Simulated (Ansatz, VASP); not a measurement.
**TiB2: VASP beside Ansatz**

File INCAR:

```
SYSTEM = TiB2
ALGO = Normal
EDIFF = 1E-6
ENCUT = 520
GGA = PS
ISIF = 2
ISMEAR = -1
LASPH = .True.
LCHARG = .False.
LREAL = .False.
LWAVE = .False.
NBANDS = 16
NELM = 60
PREC = Accurate
SIGMA = 0.08
```

File KPOINTS:

```
k-points
0
Gamma
  15 15 13
  0 0 0
```

File POSCAR:

```
TiB2
1.0
    3.0291982016      0.0000000000      0.0000000000
   -1.5145991008      2.6233625957      0.0000000000
    0.0000000000      0.0000000000      3.2284000000
Ti B
1 2
Direct
    0.0000000000      0.0000000000      0.0000000000
    0.3333333333      0.6666666667      0.5000000000
    0.6666666667      0.3333333333      0.5000000000
```

Input for Ansatz:

```yaml
crystal:
  lattice:
    - [3.0291982016, 0.0, 0.0]
    - [-1.5145991008, 2.6233625957, 0.0]
    - [0.0, 0.0, 3.2284]
  atoms:
    - { symbol: Ti, position: [0.0, 0.0, 0.0] }
    - { symbol: B, position: [0.3333333333, 0.6666666667, 0.5] }
    - { symbol: B, position: [0.6666666667, 0.3333333333, 0.5] }
kpoints:
  mp_grid: { grid: [15, 15, 13] }
  band_path:
    path:
      - [0.0, 0.0, 0.0]
      - [0.5, 0.0, 0.0]
      - [0.3333333333, 0.3333333333, 0.0]
      - [0.0, 0.0, 0.0]
      - [0.0, 0.0, 0.5]
      - [0.5, 0.0, 0.5]
      - [0.3333333333, 0.3333333333, 0.5]
      - [0.0, 0.0, 0.5]
      - [0.5, 0.0, 0.5]
    npoints: 14
scf:
  occupations: { method: fermi_dirac, width: 0.08 }
hamiltonian:
  xc: pbesol
  pseudopotentials: { kind: all_electron, lapw: { basis_error: 0.001 } }
output:
  forces: true
  stress: true
  eigenvalues: true
  fatbands: true
  populations: true
  dos: { projected: true, de: 0.2, e_range: [-14, 8] }
```

Alike in both runs: task single point; functional PBEsol; k mesh 15 × 15 × 13; occupations fermi-dirac, width 0.08 eV; no spin polarisation.

```csv
,VASP,Ansatz
version,VASP 6.6.1,Ansatz 0.2.0
potentials or method,"VASP PAW PBE potentials, release 64 (Ti_sv, B), cutoff 520 eV","all-electron LAPW, scalar-relativistic"
```

```csv
,VASP,Ansatz,Ansatz less VASP
pressure (GPa),-4.7,-5.2,-0.43
"traceless stress, the component that is largest in VASP (GPa)",-1.95,-1.84,+0.111
```

VASP's potentials were made for PBE, not for PBEsol. Ansatz ran all-electron here, and VASP with PAW potentials.
